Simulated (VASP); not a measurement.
Runs of VASP 6.6.1 on Si2W. The structure is that of space group I4/mmm (No. 139), or close to it. The cells are those of the table. 

```tsv
task	cell	cutoff (eV)	gap on the mesh (eV)	pressure (GPa)	largest force (eV/Å)
electric field gradients	a = 4.578 Å, angles 138.6, 138.6, 59.9°, 3 atoms	400	none	-10.6	0.35
single point	a = 4.517 Å, angles 138.6, 138.6, 59.9°, 3 atoms	520	none	-2.0	0.28
single point	a = 4.563 Å, angles 138.6, 138.6, 59.9°, 3 atoms	520	none	-8.6	0.34
electric field gradients	a = 4.554, b = 4.554, c = 4.570 Å, angles 138.8, 138.8, 60.2°, 3 atoms	520	none	(a)	0.31
electric field gradients	a = 4.637 Å, angles 138.6, 138.6, 59.9°, 3 atoms	400	none	(b)	0.42
```

Alike in all rows: level LDA; potentials or basis VASP PAW LDA potentials, release 64 (Si, W_sv); no spin polarisation; k mesh 11 × 11 × 14; smearing fermi-dirac 0.05 eV.

Problem. Estimate the missing entries.

Solution. (a) -6.5; (b) -17.4.

Caveats: spin-orbit coupling is left out, which moves the levels of the heavy elements; the cell stands under tension (at least some runs).

A k mesh can miss the band edges, and the runs leave out spin-orbit coupling on W.

A gap of «none» marks levels without a gap at the run's occupations.
